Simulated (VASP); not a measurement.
# Zn (P6_3/mmc) in VASP: further runs

The runs below take Zn through single point, relaxation of cell and atoms, with PBEsol.

Everything below comes from runs of VASP 6.6.1. Logs are shortened: lines on timing, memory, paths and dates and some standing lists are left out, and cuts for length are marked.

## Step 1: The cell of the first run

The structure is hexagonal, space group P6_3/mmc (No. 194). The conventional cell has a = 2.635 Å, b = 2.635 Å, c = 4.673 Å, α = 90.00°, β = 90.00°, γ = 120.00°. Zn (site symmetry -6m2) has 12 Zn at 2.63 to 2.79 Å within 3.5 Å.

## Step 2: Single point, PBEsol

Contents of INCAR:

```
ALGO = Normal ; EDIFF = 1E-6
ENCUT = 500 ; GGA = PS
GGA_COMPAT = F ; ISIF = 2
ISMEAR = -1 ; LASPH = T
LCHARG = F ; LREAL = F
LWAVE = F ; NBANDS = 19
NELM = 120 ; PREC = Accurate
SIGMA = 0.05
```

Contents of KPOINTS:

```
k-points
0
Gamma
  9 9 4
```

Contents of POSCAR:

```
Zn
1.0
    2.6345746427      0.0000000000      0.0000000000
   -1.3172873214      2.2816085688      0.0000000000
    0.0000000000      0.0000000000      4.6726443478
Zn
2
Direct
    0.3333333333      0.6666666667      0.2500000000
    0.6666666667      0.3333333333      0.7500000000
```

Potentials or basis: VASP PAW PBE potentials, release 64 (Zn).

Command:

```
$ cat potpaw_PBE.64/Zn/POTCAR > POTCAR
$ mpirun -np 1 vasp_std > vasp.out
```

OUTCAR:

```text
EDIFF = 1E-6
   ENCUT = 500
   GGA = PS
   ISIF = 2
   ISMEAR = -1
   LASPH = T
   LREAL = F
   NELM = 120
   PREC = Accurate

 ion  position               nearest neighbor table
   1  0.333  0.667  0.250-   2 2.79   2 2.79   2 2.79   2 2.79   2 2.79   2 2.79
   2  0.667  0.333  0.750-   1 2.79   1 2.79   1 2.79   1 2.79   1 2.79   1 2.79

  LATTYP: Found a hexagonal cell.
 ALAT       =     2.6345746427
 C/A-ratio  =     1.7735858655

  Lattice vectors:

 A1 = (   2.6345746427,   0.0000000000,   0.0000000000)
 A2 = (  -1.3172873214,   2.2816085688,   0.0000000000)
 A3 = (   0.0000000000,   0.0000000000,   4.6726443478)

Analysis of symmetry for initial positions (statically):
=====================================================================
 Subroutine PRICEL returns:
 Original cell was already a primitive cell.

 Routine SETGRP: Setting up the symmetry group for a
 hexagonal supercell.

 Subroutine GETGRP returns: Found 24 space group operations
 (whereof 12 operations were pure point group operations)
 out of a pool of 24 trial point group operations.

The static configuration has the point symmetry D_3d.
 The point group associated with its full space group is D_6h.

Analysis of symmetry for dynamics (positions and initial velocities):
=====================================================================
 Subroutine PRICEL returns:
 Original cell was already a primitive cell.

 Routine SETGRP: Setting up the symmetry group for a
 hexagonal supercell.

 Subroutine GETGRP returns: Found 24 space group operations
 (whereof 12 operations were pure point group operations)
 out of a pool of 24 trial point group operations.

The dynamic configuration has the point symmetry D_3d.
 The point group associated with its full space group is D_6h.

 Subroutine INISYM returns: Found 24 space group operations
 (whereof 12 operations are pure point group operations),
 and found     1 'primitive' translations

----------------------------------------------------------------------------------------

                                     Primitive cell

  volume of cell :      28.0876

  direct lattice vectors                    reciprocal lattice vectors
     2.634574643  0.000000000  0.000000000     0.379567913  0.219143637  0.000000000
    -1.317287321  2.281608569  0.000000000     0.000000000  0.438287274  0.000000000
     0.000000000  0.000000000  4.672644348     0.000000000  0.000000000  0.214011580

  length of vectors
     2.634574643  2.634574643  4.672644348     0.438287274  0.438287274  0.214011580

  position of ions in fractional coordinates (direct lattice)
     0.333333333  0.666666667  0.250000000
     0.666666667  0.333333333  0.750000000

  ion indices of the primitive-cell ions
   primitive index   ion index
                 1           1
                 2           2

----------------------------------------------------------------------------------------

 KPOINTS: k-points

Automatic generation of k-mesh.
 Grid dimensions read from file:
 generate k-points for:    9    9    4

 Generating k-lattice:

  Cartesian coordinates                     Fractional coordinates (reciprocal lattice)
     0.042174213  0.024349293  0.000000000     0.111111111  0.000000000  0.000000000
     0.000000000  0.048698586  0.000000000     0.000000000  0.111111111  0.000000000
     0.000000000  0.000000000  0.053502895     0.000000000  0.000000000  0.250000000

  Length of vectors
     0.048698586  0.048698586  0.053502895

  Shift w.r.t. Gamma in fractional coordinates (k-lattice)
     0.000000000  0.000000000  0.000000000

 Subroutine IBZKPT returns following result:
 ===========================================

 Found     36 irreducible k-points:

 Following reciprocal coordinates:
            Coordinates               Weight
  0.000000  0.000000  0.000000      1.000000
  0.111111  0.000000  0.000000      6.000000
  0.222222  0.000000  0.000000      6.000000
  0.333333 -0.000000  0.000000      6.000000
  0.444444  0.000000  0.000000      6.000000
  0.111111  0.111111  0.000000      6.000000
[... 16 lines left out ...]
  0.333333  0.222222  0.250000     24.000000
  0.333333  0.333333  0.250000      4.000000
 [... further k-points ...]
   k-points           NKPTS =     36   k-points in BZ     NKDIM =     36   number of bands    NBANDS=     19
   number of dos      NEDOS =    301   number of ions     NIONS =      2
   total plane-waves  NPLWV =  14400
   dimension x,y,z NGX =    20 NGY =   20 NGZ =   36
   dimension x,y,z NGXF=    40 NGYF=   40 NGZF=   72
   ions per type =               2
   NGX,Y,Z   is equivalent  to a cutoff of  12.62, 12.62, 12.81 a.u.
   NGXF,Y,Z  is equivalent  to a cutoff of  25.24, 25.24, 25.62 a.u.
 SYSTEM =  unknown system
   PREC   = accura    normal or accurate (medium, high low for compatibility)
   ISTART =      0    job   : 0-new  1-cont  2-samecut
   ICHARG =      2    charge: 1-file 2-atom 10-const
   ISPIN  =      1    spin polarized calculation?
   LNONCOLLINEAR =      F non collinear calculations
   LSORBIT =      F    spin-orbit coupling
   LASPH  =      T    aspherical Exc in radial PAW
   ENCUT  =  500.0 eV  36.75 Ry    6.06 a.u.   4.80  4.80  8.52*2*pi/ulx,y,z
   NELM   =    120;   NELMIN=  2; NELMDL= -5     # of ELM steps
   EDIFF  = 0.1E-05   stopping-criterion for ELM
   LREAL  =      F    real-space projection
   EDIFFG = 0.1E-04   stopping-criterion for IOM
   NSW    =      0    number of steps for IOM
   IBRION =     -1    ionic relax: 0-MD 1-quasi-New 2-CG
   NFREE  =      0    steps in history (QN), initial steepest desc. (CG)
   ISIF   =      2    stress and relaxation
   ISYM   =      2    0-nonsym 1-usesym 2-fastsym
   POTIM  = 0.5000    time-step for ionic-motion
   TEBEG  =    0.0;   TEEND  =   0.0 temperature during run
   PSTRESS=    0.0 pullay stress
   NELECT =      24.0000    total number of electrons
   NUPDOWN=      -1.0000    fix difference up-down
   EMIN   =  10.00;   EMAX   =-10.00  energy-range for DOS
   EFERMI =   0.00;   METHOD = LEGACY
   ISMEAR =    -1;   SIGMA  =   0.05  broadening in eV -4-tet -1-fermi 0-gaus
   EFERMI_NEDOS =   21; number of points for ismear=-14 and -15
   IALGO  =     38    algorithm
   IMIX   =      4    mixing-type and parameters
     AMIX     =   0.40;   BMIX     =  1.00
     AMIX_MAG =   1.60;   BMIX_MAG =  1.00
  volume/ion in A,a.u.               =      14.04        94.77
  Fermi-wavevector in a.u.,A,eV,Ry     =   1.553485  2.935661 32.835161  2.413316
  Thomas-Fermi vector in A             =   2.657709
   LORBIT       =      0    0 simple, 1 ext, 2 COOP (PROOUT), +10 PAW based schemes
   GGA     = PS    functional components
   LHFCALC =     F    Hartree Fock is set to
   AEXX    =    0.0000 exact exchange contribution
   IVDW    =     0    specifies the selected vdW correction
   LEPSILON=     F    determine dielectric tensor
   LRPA    =     F    only Hartree local field effects (RPA)
 non-spin polarized calculation
  energy-cutoff  :      500.00
  volume of cell :       28.09
 maximum number of plane-waves:       725
 NGX is ok and might be reduce to    20
   NGX =  9   NGY =  9   NGZ = 17

 number of electron      23.9999992 magnetization

 Free energy of the ion-electron system (eV)
  ---------------------------------------------------
  ext. energy  EPLUGINS =         0.00000000
  ---------------------------------------------------
  free energy    TOTEN  =        -3.14369455 eV

  energy without entropy =       -3.13600744  energy(sigma->0) =       -3.13985100

 E-fermi :   3.6161     XC(G=0): -12.1340

 val. band max:        3.5904651015   @ k =   0.3333   0.2222   0.0000
 cond. band min:       3.8330648399   @ k =   0.3333   0.3333   0.2500
 fundamental gap:      0.2425997384
 Fermi energy:         3.6161112456

 k-point     1 :       0.0000    0.0000    0.0000
  band No.  band energies     occupation
      1      -7.5353      2.00000
      2      -5.3475      2.00000
      3      -4.5169      2.00000
      4      -4.3230      2.00000
      5      -4.3230      2.00000
      6      -4.2500      2.00000
[... 11 lines left out ...]
     18      22.7745      0.00000
     19      22.7745      0.00000

 k-point     2 :       0.1111    0.0000    0.0000
  band No.  band energies     occupation
      1      -7.1651      2.00000
      2      -5.1961      2.00000
      3      -4.5043      2.00000
      4      -4.3386      2.00000
      5      -4.2791      2.00000
      6      -4.2321      2.00000
[... 11 lines left out ...]
     18      22.5106      0.00000
     19      23.6366      0.00000

 k-point     3 :       0.2222    0.0000    0.0000
  band No.  band energies     occupation
      1      -6.1394      2.00000
      2      -4.9479      2.00000
      3      -4.4838      2.00000
      4      -4.4017      2.00000
      5      -4.3921      2.00000
      6      -4.1132      2.00000
[... 11 lines left out ...]
     18      19.3581      0.00000
     19      21.4983      0.00000

 k-point     4 :       0.3333   -0.0000    0.0000
  band No.  band energies     occupation
      1      -5.2032      2.00000
      2      -4.9954      2.00000
      3      -4.7310      2.00000
      4      -4.3105      2.00000
      5      -4.1970      2.00000
      6      -4.1667      2.00000
[... 11 lines left out ...]
     18      18.4333      0.00000
     19      20.8833      0.00000

 k-point     5 :       0.4444    0.0000    0.0000
  band No.  band energies     occupation
      1      -5.1392      2.00000
      2      -5.0517      2.00000
      3      -4.9002      2.00000
      4      -4.2866      2.00000
      5      -4.2221      2.00000
      6      -4.1818      2.00000
[... 11 lines left out ...]
     18      17.9868      0.00000
     19      19.9038      0.00000
[... 334 lines left out ...]
      2      -5.0099      2.00000
      3      -4.7149      2.00000
      4      -4.6075      2.00000
      5      -4.2622      2.00000
      6      -3.9645      2.00000
[... 11 lines left out ...]
     18      14.8302      0.00000
     19      20.8196      0.00000

 k-point    22 :       0.2222    0.2222    0.2500
  band No.  band energies     occupation
      1      -4.8161      2.00000
      2      -4.7697      2.00000
      3      -4.6635      2.00000
      4      -4.5329      2.00000
      5      -4.3291      2.00000
      6      -4.2064      2.00000
[... 11 lines left out ...]
     18      17.0425      0.00000
     19      18.7673      0.00000

 k-point    23 :       0.3333    0.2222    0.2500
  band No.  band energies     occupation
      1      -4.8789      2.00000
      2      -4.7360      2.00000
      3      -4.6204      2.00000
      4      -4.5149      2.00000
      5      -4.4081      2.00000
      6      -4.0987      2.00000
[... 11 lines left out ...]
     18      14.5229      0.00000
     19      17.6445      0.00000

 k-point    24 :       0.3333    0.3333    0.2500
  band No.  band energies     occupation
      1      -4.7111      2.00000
      2      -4.6399      2.00000
      3      -4.6399      2.00000
      4      -4.4595      2.00000
      5      -4.3237      2.00000
      6      -4.3237      2.00000
[... 11 lines left out ...]
     18      13.8656      0.00000
     19      15.0221      0.00000

 [... further k-points ...]

------------------------ aborting loop because EDIFF is reached ----------------------------------------

  FORCE on cell =-STRESS in cart. coord.  units (eV):
  Direction    XX          YY          ZZ          XY          YZ          ZX
  --------------------------------------------------------------------------------------
  -------------------------------------------------------------------------------------
  Total        0.0938616      0.0938616      0.0668203     -0.0000000     -0.0000000     -0.0000000
  in kB        5.3540714      5.3540714      3.8115787     -0.0000000     -0.0000000     -0.0000000
  external PRESSURE =       4.8399072 kB  Pullay stress =       0.0000000 kB

 VOLUME and BASIS-vectors are now :
 -----------------------------------------------------------------------------
  energy-cutoff  :      500.00
  volume of cell :       28.09
      direct lattice vectors                 reciprocal lattice vectors
     2.634574643  0.000000000  0.000000000     0.379567913  0.219143637  0.000000000
    -1.317287321  2.281608569  0.000000000     0.000000000  0.438287274  0.000000000
     0.000000000  0.000000000  4.672644348     0.000000000  0.000000000  0.214011580

 POSITION                                       TOTAL-FORCE (eV/Angst)
 -----------------------------------------------------------------------------------
     -0.00000      1.52107      1.16816         0.000000      0.000000     -0.000000
      1.31729      0.76054      3.50448        -0.000000     -0.000000      0.000000
 -----------------------------------------------------------------------------------
    total drift:                               -0.000000      0.000000      0.000000

  FREE ENERGIE OF THE ION-ELECTRON SYSTEM (eV)
  ---------------------------------------------------
  free  energy   TOTEN  =        -3.1436945488 eV

  energy  without entropy=       -3.1360074445  energy(sigma->0) =       -3.13985100
```

It took 11 s on 1 thread of Intel Xeon Platinum 8488C (Sapphire Rapids), shared host; peak memory 0.14 GiB.

What came out:

- Free energy: -3.1437 eV
- Pressure: 0.5 GPa
- Band gap on the k mesh: zero (bands 12 and 13 overlap by 3.21 eV)

Stress tensor (GPa, compression positive):
```
0.54 0.00 0.00
0.00 0.54 0.00
0.00 0.00 0.38
```

Levels at points of the mesh, in eV from the Fermi level:
```csv
k point,band 8,band 9,band 10,band 11,band 12,band 13,band 14,band 15,band 16,band 17
"(0.00, 0.00, 0.00)",-7.56,-7.56,-7.26,-7.26,-3.91,-2.50,15.93,17.40,17.40,18.77
"(0.00, 0.00, 0.50)",-7.93,-7.38,-7.38,-7.38,-7.38,5.70,5.70,18.90,18.90,18.90
```

Caveat: the PAW data sets were made with another functional, which shifts forces and pressure a little.

## Step 3: Relaxation of cell and atoms, PBEsol

This run uses another cell than the first one, of 15.33 Å³/atom.

Contents of INCAR:

```
  PREC = Accurate
  ENCUT = 500
  EDIFF = 1E-7
  ISMEAR = -1
  SIGMA = 0.05
  LREAL = False
  LASPH = True
  NELM = 120
  ALGO = Normal
  ISIF = 3
  LWAVE = False
  LCHARG = False
  GGA = PS
  IBRION = 2
  NSW = 80
  EDIFFG = -0.02
  GGA_COMPAT = False
  NELMIN = 4
```

Contents of KPOINTS:

```
Automatic mesh
0
Gamma
  9 9 4
```

Contents of POSCAR:

```
Zn
1.0
    2.6700000000      0.0000000000      0.0000000000
   -1.3350000000      2.3122880000      0.0000000000
    0.0000000000      0.0000000000      4.9660000000
Zn
2
Direct
    0.3333333333      0.6666666667      0.2500000000
    0.6666666667      0.3333333333      0.7500000000
```

Potentials or basis: VASP PAW PBE potentials, release 64 (Zn).

Command:

```
$ cat potpaw_PBE.64/Zn/POTCAR > POTCAR
$ mpirun -np 1 vasp_std > vasp.out
```

It took 96 s on 1 thread of Intel Xeon Platinum 8488C (Sapphire Rapids), shared host; peak memory 0.14 GiB.

Results (log left out):

| Property | Result |
| --- | --- |
| Free energy | -3.1441 eV |
| Relaxed volume | 14.12 Å³/atom |
| Relaxed cell | a = 2.640 Å, b = 2.640 Å, c = 4.679 Å, α = 90.00°, β = 90.00°, γ = 120.00° |
| Space group after relaxing (to 0.1 Å) | P6_3/mmc (No. 194) |
| Energy gained by relaxing | 29.2 meV/atom |
| Ionic steps | 12 |
| Pressure after relaxing | 0.0 GPa |
| Band gap on the k mesh | zero (bands 12 and 13 overlap by 3.21 eV) |

Step by step:
```
step  energy change (eV)  largest force (eV/Å)  pressure (GPa)  volume (Å³)
   1              0.0000                0.0000           -5.40        30.66
   2             -0.0413                0.0000            0.03        28.42
   3             -0.0413                0.0000            0.03        28.43
   4             -0.0464                0.0000            0.10        28.33
   5             -0.0570                0.0000            0.54        28.09
   6             -0.0505                0.0000            1.87        27.57
   7             -0.0565                0.0000            1.07        27.89
   8             -0.0578                0.0000            0.79        28.00
   9             -0.0577                0.0000           -0.56        28.41
  10             -0.0583                0.0000            0.12        28.19
  11             -0.0583                0.0000            0.11        28.19
  12             -0.0584                0.0000           -0.01        28.23
```

Final structure:
```
CELL_PARAMETERS angstrom
2.63957 0.00000 0.00000
-1.31979 2.28594 0.00000
0.00000 0.00000 4.67873
ATOMIC_POSITIONS crystal
Zn 0.33333 0.66667 0.25000
Zn 0.66667 0.33333 0.75000
```

Levels at points of the mesh, in eV from the Fermi level:
```tsv
k point	band 10	band 11	band 12	band 13	band 14	band 15
(0.00, 0.00, 0.00)	-7.25	-7.25	-3.88	-2.49	15.90	17.32
(0.00, 0.00, 0.50)	-7.37	-7.37	-7.37	5.69	5.69	18.82
```

Caveat: the PAW data sets were made with another functional, which shifts forces and pressure a little.
